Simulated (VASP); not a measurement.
Set up this calculation in VASP 6.6.1, as the native input.

```
Task                   : relaxation of cell and atoms
Functional             : PBE
Potentials or basis    : VASP PAW PBE potentials, release 64 (Cd, Se)
Cutoff                 : 600 eV
k mesh                 : 9 × 9 × 6
Occupations            : gaussian, width 0.02 eV
Spin                   : no spin polarisation
Dipole correction      : no
Further INCAR settings : ALGO = Normal; EDIFF = 1e-06; IBRION = 2; EDIFFG = -0.005; NSW = 100; ISIF = 3
```

The structure of CdSe (Cadmoselite) lies in POSCAR:

```
CdSe
1.0
    4.3825548697      0.0000000000      0.0000000000
   -2.1912774349      3.7954038507      0.0000000000
    0.0000000000      0.0000000000      7.1556282808
Cd Se
2 2
Direct
    0.3333333333      0.6666666667      0.0046130448
    0.6666666667      0.3333333333      0.5046130448
    0.3333333333      0.6666666667      0.3803869552
    0.6666666667      0.3333333333      0.8803869552
```

These files were run (other wordings do the same):

INCAR

```
ALGO = Normal
EDIFF = 1E-6
EDIFFG = -0.005
ENCUT = 600
GGA = PE
IBRION = 2
ISIF = 3
ISMEAR = 0
LASPH = True
LCHARG = False
LREAL = False
LWAVE = False
NELM = 100
NSW = 100
PREC = Accurate
SIGMA = 0.02
```

KPOINTS

```
k-points
0
Gamma
  9 9 6
```

Potentials or basis: VASP PAW PBE potentials, release 64 (Cd, Se).

The run is started by

```console
$ cat potpaw_PBE.64/Cd/POTCAR potpaw_PBE.64/Se/POTCAR > POTCAR
$ mpirun -np 1 vasp_std > vasp.out
```

Results of the run:

```json
{
  "Relaxed volume": "29.88 Å³/atom",
  "Relaxed cell": "a = 4.389 Å, b = 4.389 Å, c = 7.165 Å, α = 90.00°, β = 90.00°, γ = 120.00°",
  "Space group after relaxing (to 0.05 Å)": "P6_3mc (No. 186)",
  "Energy gained by relaxing": "0.1 meV/atom",
  "Ionic steps": "4",
  "Pressure after relaxing": "0.0 GPa",
  "Band gap on the k mesh": "0.53 eV, direct"
}
```

It took 3.3 min on 1 thread of Intel(R) Xeon(R) Platinum 8375C CPU @ 2.90GHz (Ice Lake), on a shared host, peak memory 0.37 GiB.
